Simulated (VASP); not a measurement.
# Sn (P6_3/mmc) in VASP: a series of runs

The runs below take Sn through single point, relaxation of cell and atoms, with r2SCAN.

All numbers are computed with VASP 6.6.1; they aren't measurements. Logs are shortened: lines on timing, memory, paths and dates and some standing lists are left out, and cuts for length are marked.

## Step 1: The cell of the first run

The structure is hexagonal, space group P6_3/mmc (No. 194). The conventional cell has a = 3.325 Å, b = 3.325 Å, c = 5.642 Å, α = 90.00°, β = 90.00°, γ = 120.00°. Within 4.4 Å of Sn (site symmetry -6m2) lie 12 Sn at 3.32 to 3.41 Å.

This isn't the form of Sn at room conditions, which is tetragonal (white tin).

## Step 2: Single point, r2SCAN

POSCAR

```
Sn
1.0
    3.3246800427      0.0000000000      0.0000000000
   -1.6623400214      2.8792573765      0.0000000000
    0.0000000000      0.0000000000      5.6422816086
Sn
2
Direct
    0.3333333333      0.6666666667      0.2500000000
    0.6666666667      0.3333333333      0.7500000000
```

INCAR.step1

```
SYSTEM = Sn
PREC = Accurate
ENCUT = 520
ISMEAR = 0
SIGMA = 0.1
LREAL = .False.
LASPH = .True.
NELM = 80
NBANDS = 21
GGA = PE
ALGO = Normal
EDIFF = 1E-4
LWAVE = .True.
LCHARG = .False.
```

INCAR.step2

```
SYSTEM = Sn
PREC = Accurate
ENCUT = 520
EDIFF = 1E-6
ISMEAR = 0
SIGMA = 0.1
LREAL = .False.
LASPH = .True.
NELM = 80
ALGO = Normal
ISIF = 2
LWAVE = .False.
LCHARG = .True.
METAGGA = R2SCAN
LMIXTAU = .True.
LELF = .True.
LVHAR = .True.
NBANDS = 21
ISTART = 1
```

KPOINTS

```
regular mesh
0
Gamma
  21 21 10
  0 0 0
```

Potentials or basis: VASP PAW PBE potentials, release 64 (Sn_d).

Started as:

```console
$ cat potpaw_PBE.64/Sn_d/POTCAR > POTCAR
$ cp INCAR.step1 INCAR
$ mpirun -np 1 vasp_std > vasp.out
$ cp INCAR.step2 INCAR
$ mpirun -np 1 vasp_std > vasp.out
```

OUTCAR:

```text
SYSTEM = Sn
   PREC = Accurate
   ENCUT = 520
   EDIFF = 1E-6
   ISMEAR = 0
   LREAL = .False.
   LASPH = .True.
   NELM = 80
   ISIF = 2
   METAGGA = R2SCAN
   ISTART = 1

 ion  position               nearest neighbor table
   1  0.333  0.667  0.250-   2 3.41   2 3.41   2 3.41   2 3.41   2 3.41   2 3.41
   2  0.667  0.333  0.750-   1 3.41   1 3.41   1 3.41   1 3.41   1 3.41   1 3.41

  LATTYP: Found a hexagonal cell.
 ALAT       =     3.3246800427
 C/A-ratio  =     1.6970901068

  Lattice vectors:

 A1 = (   3.3246800427,   0.0000000000,   0.0000000000)
 A2 = (  -1.6623400214,   2.8792573765,   0.0000000000)
 A3 = (   0.0000000000,   0.0000000000,   5.6422816086)

Analysis of symmetry for initial positions (statically):
=====================================================================
 Subroutine PRICEL returns:
 Original cell was already a primitive cell.

 Routine SETGRP: Setting up the symmetry group for a
 hexagonal supercell.

 Subroutine GETGRP returns: Found 24 space group operations
 (whereof 12 operations were pure point group operations)
 out of a pool of 24 trial point group operations.

The static configuration has the point symmetry D_3d.
 The point group associated with its full space group is D_6h.

Analysis of symmetry for dynamics (positions and initial velocities):
=====================================================================
 Subroutine PRICEL returns:
 Original cell was already a primitive cell.

 Routine SETGRP: Setting up the symmetry group for a
 hexagonal supercell.

 Subroutine GETGRP returns: Found 24 space group operations
 (whereof 12 operations were pure point group operations)
 out of a pool of 24 trial point group operations.

The dynamic configuration has the point symmetry D_3d.
 The point group associated with its full space group is D_6h.

 Subroutine INISYM returns: Found 24 space group operations
 (whereof 12 operations are pure point group operations),
 and found     1 'primitive' translations

----------------------------------------------------------------------------------------

                                     Primitive cell

  volume of cell :      54.0114

  direct lattice vectors                    reciprocal lattice vectors
     3.324680043  0.000000000  0.000000000     0.300780823  0.173655889  0.000000000
    -1.662340021  2.879257377  0.000000000     0.000000000  0.347311778  0.000000000
     0.000000000  0.000000000  5.642281609     0.000000000  0.000000000  0.177233266

  length of vectors
     3.324680043  3.324680043  5.642281609     0.347311778  0.347311778  0.177233266

  position of ions in fractional coordinates (direct lattice)
     0.333333333  0.666666667  0.250000000
     0.666666667  0.333333333  0.750000000

  ion indices of the primitive-cell ions
   primitive index   ion index
                 1           1
                 2           2

----------------------------------------------------------------------------------------

 KPOINTS: regular mesh

Automatic generation of k-mesh.
 Grid dimensions read from file:
 generate k-points for:   21   21   10

 Generating k-lattice:

  Cartesian coordinates                     Fractional coordinates (reciprocal lattice)
     0.014322896  0.008269328  0.000000000     0.047619048  0.000000000  0.000000000
     0.000000000  0.016538656  0.000000000     0.000000000  0.047619048  0.000000000
     0.000000000  0.000000000  0.017723327     0.000000000  0.000000000  0.100000000

  Length of vectors
     0.016538656  0.016538656  0.017723327

  Shift w.r.t. Gamma in fractional coordinates (k-lattice)
     0.000000000  0.000000000  0.000000000

 Subroutine IBZKPT returns following result:
 ===========================================

 Found    288 irreducible k-points:

 Following reciprocal coordinates:
            Coordinates               Weight
  0.000000  0.000000  0.000000      1.000000
  0.047619  0.000000  0.000000      6.000000
  0.095238  0.000000  0.000000      6.000000
  0.142857  0.000000  0.000000      6.000000
  0.190476  0.000000  0.000000      6.000000
  0.238095 -0.000000  0.000000      6.000000
[... 16 lines left out ...]
  0.142857  0.095238  0.000000     12.000000
  0.190476  0.095238  0.000000     12.000000
 [... further k-points ...]
   k-points           NKPTS =    288   k-points in BZ     NKDIM =    288   number of bands    NBANDS=     21
   number of dos      NEDOS =    301   number of ions     NIONS =      2
   total plane-waves  NPLWV =  32928
   dimension x,y,z NGX =    28 NGY =   28 NGZ =   42
   dimension x,y,z NGXF=    56 NGYF=   56 NGZF=   84
   ions per type =               2
   NGX,Y,Z   is equivalent  to a cutoff of  14.00, 14.00, 12.38 a.u.
   NGXF,Y,Z  is equivalent  to a cutoff of  28.00, 28.00, 24.75 a.u.
 SYSTEM =  Sn
   PREC   = accura    normal or accurate (medium, high low for compatibility)
   ISTART =      1    job   : 0-new  1-cont  2-samecut
   ICHARG =      0    charge: 1-file 2-atom 10-const
[... 39 lines left out ...]
  energy-cutoff  :      520.00
  volume of cell :       54.01
 maximum number of plane-waves:      1472
 NGX is ok and might be reduce to    28

 number of electron      28.0000010 magnetization

 Free energy of the ion-electron system (eV)
  ---------------------------------------------------
  ext. energy  EPLUGINS =         0.00000000
  ---------------------------------------------------
  free energy    TOTEN  =       -49.01897195 eV

  energy without entropy =      -49.01305591  energy(sigma->0) =      -49.01601393

 E-fermi :   8.1231     XC(G=0): -11.3154

 val. band max:        8.1077956638   @ k =   0.2381   0.0476   0.2000
 cond. band min:       8.1307072286   @ k =   0.3810   0.1429   0.2000
 fundamental gap:      0.0229115648
 Fermi energy:         8.1231441424

 k-point     1 :       0.0000    0.0000    0.0000
  band No.  band energies     occupation
      1     -14.1390      2.00000
      2     -14.1292      2.00000
      3     -14.1190      2.00000
      4     -14.1190      2.00000
      5     -14.1089      2.00000
      6     -14.1088      2.00000
[... 13 lines left out ...]
     20      18.7356      0.00000
     21      20.3972      0.00000

 k-point     2 :       0.0476    0.0000    0.0000
  band No.  band energies     occupation
      1     -14.1387      2.00000
      2     -14.1288      2.00000
      3     -14.1175      2.00000
      4     -14.1152      2.00000
      5     -14.1076      2.00000
      6     -14.1051      2.00000
[... 13 lines left out ...]
     20      18.9705      0.00000
     21      20.1449      0.00000

 k-point     3 :       0.0952    0.0000    0.0000
  band No.  band energies     occupation
      1     -14.1414      2.00000
      2     -14.1259      2.00000
      3     -14.1141      2.00000
      4     -14.1041      2.00000
      5     -14.1011      2.00000
      6     -14.0942      2.00000
[... 13 lines left out ...]
     20      19.5337      0.00000
     21      19.9555      0.00000

 k-point     4 :       0.1429    0.0000    0.0000
  band No.  band energies     occupation
      1     -14.1501      2.00000
      2     -14.1177      2.00000
      3     -14.1136      2.00000
      4     -14.0867      2.00000
      5     -14.0853      2.00000
      6     -14.0771      2.00000
[... 13 lines left out ...]
     20      18.9873      0.00000
     21      19.9909      0.00000

 k-point     5 :       0.1905    0.0000    0.0000
  band No.  band energies     occupation
      1     -14.1616      2.00000
      2     -14.1186      2.00000
      3     -14.1024      2.00000
      4     -14.0786      2.00000
      5     -14.0685      2.00000
      6     -14.0644      2.00000
[... 13 lines left out ...]
     20      18.3663      0.00000
     21      19.9963      0.00000
[... 382 lines left out ...]
     20      17.1117      0.00000
     21      19.6085      0.00000

 k-point    22 :       0.0952    0.0952    0.0000
  band No.  band energies     occupation
      1     -14.1408      2.00000
      2     -14.1324      2.00000
      3     -14.1015      2.00000
      4     -14.0972      2.00000
      5     -14.0695      2.00000
      6     -14.0680      2.00000
[... 13 lines left out ...]
     20      18.7716      0.00000
     21      19.0264      0.00000

 k-point    23 :       0.1429    0.0952    0.0000
  band No.  band energies     occupation
      1     -14.1485      2.00000
      2     -14.1276      2.00000
      3     -14.0983      2.00000
      4     -14.0828      2.00000
      5     -14.0795      2.00000
      6     -14.0752      2.00000
[... 13 lines left out ...]
     20      18.2723      0.00000
     21      18.9126      0.00000

 k-point    24 :       0.1905    0.0952    0.0000
  band No.  band energies     occupation
      1     -14.1600      2.00000
      2     -14.1212      2.00000
      3     -14.0930      2.00000
      4     -14.0926      2.00000
      5     -14.0814      2.00000
      6     -14.0620      2.00000
[... 13 lines left out ...]
     20      17.5584      0.00000
     21      19.0067      0.00000

 [... further k-points ...]

------------------------ aborting loop because EDIFF is reached ----------------------------------------

  FORCE on cell =-STRESS in cart. coord.  units (eV):
  Direction    XX          YY          ZZ          XY          YZ          ZX
  --------------------------------------------------------------------------------------
  -------------------------------------------------------------------------------------
  Total       -0.0002389     -0.0002389     -0.0141653      0.0000000     -0.0000000      0.0000000
  in kB       -0.0070854     -0.0070854     -0.4201939      0.0000000     -0.0000000      0.0000000
  external PRESSURE =      -0.1447882 kB  Pullay stress =       0.0000000 kB

 VOLUME and BASIS-vectors are now :
 -----------------------------------------------------------------------------
  energy-cutoff  :      520.00
  volume of cell :       54.01
      direct lattice vectors                 reciprocal lattice vectors
     3.324680043  0.000000000  0.000000000     0.300780823  0.173655889  0.000000000
    -1.662340021  2.879257377  0.000000000     0.000000000  0.347311778  0.000000000
     0.000000000  0.000000000  5.642281609     0.000000000  0.000000000  0.177233266

 POSITION                                       TOTAL-FORCE (eV/Angst)
 -----------------------------------------------------------------------------------
     -0.00000      1.91950      1.41057         0.000000     -0.000000      0.000000
      1.66234      0.95975      4.23171        -0.000000      0.000000     -0.000000
 -----------------------------------------------------------------------------------
    total drift:                               -0.000000      0.000000      0.000000

  FREE ENERGIE OF THE ION-ELECTRON SYSTEM (eV)
  ---------------------------------------------------
  free  energy   TOTEN  =       -49.0189719507 eV

  energy  without entropy=      -49.0130559075  energy(sigma->0) =      -49.01601393
```

Run time: 9.2 min. Hardware: 1 thread of Intel Xeon Platinum 8559C (Emerald Rapids), shared host; peak memory 0.37 GiB.

Results:

```yaml
Free_energy: -49.0190 eV
Pressure: 0.0 GPa
Band_gap_on_the_k_mesh: zero (bands 14 and 15 overlap by 9.15 eV)
```

Caveat: the PAW data sets were made with another functional, which shifts forces and pressure a little; spin-orbit coupling is left out, which moves the levels of the heavy elements.

## Step 3: Single point, r2SCAN

This run uses another cell than the first one: it holds 4 atoms, not 2.

POSCAR

```
Sn
1.0
    4.8663034110      0.0000000000      0.0000000000
   -2.4331517055      4.2143423764      0.0000000000
    0.0000000000      0.0000000000      6.8465987228
Sn
4
Direct
    0.0000000000      0.0000000000      0.2500000000
    0.0000000000      0.0000000000      0.7500000000
    0.3333333333      0.6666666667      0.7500000000
    0.6666666667      0.3333333333      0.2500000000
```

INCAR.step1

```
SYSTEM = Sn
ALGO     = Normal         ! electronic algorithm
EDIFF    = 1E-4           ! SCF threshold, eV
ENCUT    = 520            ! plane-wave cutoff, eV
GGA      = PE             ! functional
ISMEAR   = 0              ! smearing method
LASPH    = .True.         ! aspherical terms in the spheres
LCHARG   = .False.        ! write CHGCAR
LREAL    = .False.        ! projectors in reciprocal space
LWAVE    = .True.         ! write WAVECAR
NBANDS   = 36             ! bands
NELM     = 60             ! most SCF steps
PREC     = Accurate       ! precision mode
SIGMA    = 0.1            ! smearing width, eV
```

INCAR.step2

```
SYSTEM = Sn
ALGO     = Normal         ! electronic algorithm
EDIFF    = 1E-6           ! SCF threshold, eV
ENCUT    = 520            ! plane-wave cutoff, eV
ISIF     = 2              ! what is computed and relaxed
ISMEAR   = 0              ! smearing method
ISTART   = 1            
LASPH    = .True.         ! aspherical terms in the spheres
LCHARG   = .False.        ! write CHGCAR
LMIXTAU  = .True.       
LREAL    = .False.        ! projectors in reciprocal space
LWAVE    = .False.        ! write WAVECAR
METAGGA  = R2SCAN         ! meta-GGA
NBANDS   = 36             ! bands
NELM     = 60             ! most SCF steps
PREC     = Accurate       ! precision mode
SIGMA    = 0.1            ! smearing width, eV
```

KPOINTS

```
k-points
0
Gamma
  6 6 2
  0 0 0
```

Potentials or basis: VASP PAW PBE potentials, release 64 (Sn_d).

Started as:

```console
$ cat potpaw_PBE.64/Sn_d/POTCAR > POTCAR
$ cp INCAR.step1 INCAR
$ mpirun -np 1 vasp_std > vasp.out
$ cp INCAR.step2 INCAR
$ mpirun -np 1 vasp_std > vasp.out
```

Run time: 3.8 min. Hardware: 1 thread of Intel Xeon 8259CL, shared host; peak memory 0.29 GiB.

The run converged. Its results:

```yaml
Free_energy: -96.9781 eV
Pressure: 0.0 GPa
Band_gap_on_the_k_mesh: zero (bands 28 and 29 overlap by 2.04 eV)
```

Stress tensor (GPa, compression positive):
```
 0.21  0.00  0.00
 0.00  0.21  0.00
 0.00  0.00 -0.38
```

Levels at points of the mesh, in eV from the Fermi level:
```tsv
k point	band 24	band 25	band 26	band 27	band 28	band 29	band 30	band 31	band 32	band 33
(0.00, 0.00, 0.00)	-2.79	-1.73	-1.73	-1.56	-1.04	-1.04	1.71	2.45	2.52	2.52
(0.50, 0.00, 0.00)	-6.68	-3.11	-2.64	-1.77	-0.90	-0.21	0.95	1.50	4.82	5.04
(0.00, 0.00, 0.50)	-2.54	-1.36	-1.36	-1.36	-1.36	-1.32	-1.32	2.57	2.57	2.57
(0.50, 0.00, 0.50)	-7.10	-2.53	-2.53	-0.74	-0.74	0.15	0.15	2.15	2.15	6.67
```

Caveat: the k points lie up to 0.46 Å⁻¹ apart, too coarse for converged energies and pressures of a metal; the PAW data sets were made with another functional, which shifts forces and pressure a little; spin-orbit coupling is left out, which moves the levels of the heavy elements.

## Step 4: Relaxation of cell and atoms, r2SCAN

This run uses another cell than the first one: it holds 4 atoms, not 2.

POSCAR

```
Sn
1.0
    3.7871474704      0.0000000000      0.0000000000
   -1.8935737352      3.2797659173      0.0000000000
    0.0000000000      0.0000000000     12.2142980722
Sn
4
Direct
    0.0000000000      0.0000000000      0.0000000000
    0.0000000000      0.0000000000      0.5000000000
    0.3333333333      0.6666666667      0.7500000000
    0.6666666667      0.3333333333      0.2500000000
```

INCAR.step1

```
SYSTEM = Sn
ALGO = Normal
EDIFF = 1E-5
EDIFFG = -0.005
ENCUT = 550
GGA = PE
GGA_COMPAT = .FALSE.
IBRION = 2
ISIF = 3
ISMEAR = 0
LASPH = .TRUE.
LCHARG = .FALSE.
LREAL = .FALSE.
LWAVE = .TRUE.
NELM = 120
NELMIN = 4
NSW = 100
PREC = Accurate
SIGMA = 0.1
```

INCAR.step2

```
SYSTEM = Sn
ALGO = Normal
EDIFF = 1E-7
EDIFFG = -0.04
ENCUT = 550
GGA_COMPAT = .FALSE.
IBRION = 2
ISIF = 3
ISMEAR = 0
ISTART = 1
LASPH = .TRUE.
LCHARG = .FALSE.
LMIXTAU = .TRUE.
LREAL = .FALSE.
LWAVE = .FALSE.
METAGGA = R2SCAN
NELM = 120
NELMIN = 4
NSW = 90
PREC = Accurate
SIGMA = 0.1
```

KPOINTS

```
k-points
0
G
  6 6 2
  0 0 0
```

Started as:

```console
$ cat potpaw_PBE.64/Sn_d/POTCAR > POTCAR
$ cp INCAR.step1 INCAR
$ mpirun -np 1 vasp_std > vasp.out
$ cp INCAR.step2 INCAR
$ mpirun -np 1 vasp_std > vasp.out
```

It took 21 min on 1 thread of Intel Xeon 6975P-C (Granite Rapids), shared host; peak memory 0.35 GiB.

It converged, with:

| Property | Result |
| --- | --- |
| Free energy | -97.9407 eV |
| Relaxed volume | 27.18 Å³/atom |
| Relaxed cell | a = 3.443 Å, b = 3.443 Å, c = 10.591 Å, α = 90.00°, β = 90.00°, γ = 120.00° |
| Space group after relaxing (to 0.1 Å) | P6_3/mmc (No. 194) |
| Energy gained by relaxing | 366.8 meV/atom |
| Ionic steps | 8 |
| Pressure after relaxing | 0.0 GPa |
| Band gap on the k mesh | zero (bands 28 and 29 overlap by 8.38 eV) |

The path:
```csv
step,energy change (eV),largest force (eV/Å),pressure (GPa),volume (Å³)
1,0.0000,0.0000,-7.84,151.71
2,-1.4158,0.0000,-2.43,114.49
3,-1.4645,0.0000,0.00,108.63
4,-1.4638,0.0000,0.37,107.87
5,-1.4657,0.0000,-0.09,108.87
6,-1.4658,0.0000,-0.14,108.98
7,-1.4666,0.0000,-0.07,108.88
8,-1.4671,0.0000,0.03,108.72
```

Final structure:
```yaml
crystal:
  lattice:
    - [3.44295, 0.00000, 0.00000]
    - [-1.72147, 2.98168, 0.00000]
    - [0.00000, 0.00000, 10.59099]
  atoms:
    - { symbol: Sn, position: [0.00000, 0.00000, 0.00000] }
    - { symbol: Sn, position: [0.00000, 0.00000, 0.50000] }
    - { symbol: Sn, position: [0.33333, 0.66667, 0.75000] }
    - { symbol: Sn, position: [0.66667, 0.33333, 0.25000] }
```

Levels at points of the mesh, in eV from the Fermi level:
```tsv
k point	band 26	band 27	band 28	band 29	band 30	band 31
(0.00, 0.00, 0.00)	1.95	1.97	5.32	5.32	6.21	6.21
(0.50, 0.00, 0.00)	-4.45	-1.68	-1.31	-0.39	0.55	1.61
(0.00, 0.00, 0.50)	-2.06	5.58	5.58	5.58	5.58	6.40
(0.50, 0.00, 0.50)	-3.58	-3.05	-3.05	1.83	1.83	2.03
```

Caveat: the volume moved by over 15 % at a fixed basis, so the end points are rough; the PAW data sets were made with another functional, which shifts forces and pressure a little; spin-orbit coupling is left out, which moves the levels of the heavy elements.

## Step 5: Summary

| task | cell | k mesh | cutoff (eV) | gap on the mesh (eV) | pressure (GPa) |
| --- | --- | --- | --- | --- | --- |
| single point | a = 3.325, b = 3.325, c = 5.642 Å, angles 90.0, 90.0, 120.0°, 2 atoms, atomic positions A | 21 × 21 × 10 | 520 | none | 0.0 |
| single point | a = 4.866, b = 4.866, c = 6.847 Å, angles 90.0, 90.0, 120.0°, 4 atoms, atomic positions B | 6 × 6 × 2 | 520 | none | 0.0 |
| relaxation of cell and atoms | relaxed from a = 3.787, b = 3.787, c = 12.214 Å, angles 90.0, 90.0, 120.0°, 4 atoms, atomic positions C | 6 × 6 × 2 | 550 | none | 0.0 |

Alike in all rows: level r2SCAN; potentials or basis VASP PAW PBE potentials, release 64 (Sn_d); no spin polarisation; smearing gaussian 0.1 eV.

Caveats: some runs use coarse meshes; the PAW data sets were made with another functional, which shifts forces and pressure a little; spin-orbit coupling is left out, which moves the levels of the heavy elements; the volume moved by over 15 % at a fixed basis, so the end points are rough (at least some runs).

Total energies depend on the potentials used, so only differences within one code and one set of settings carry meaning.
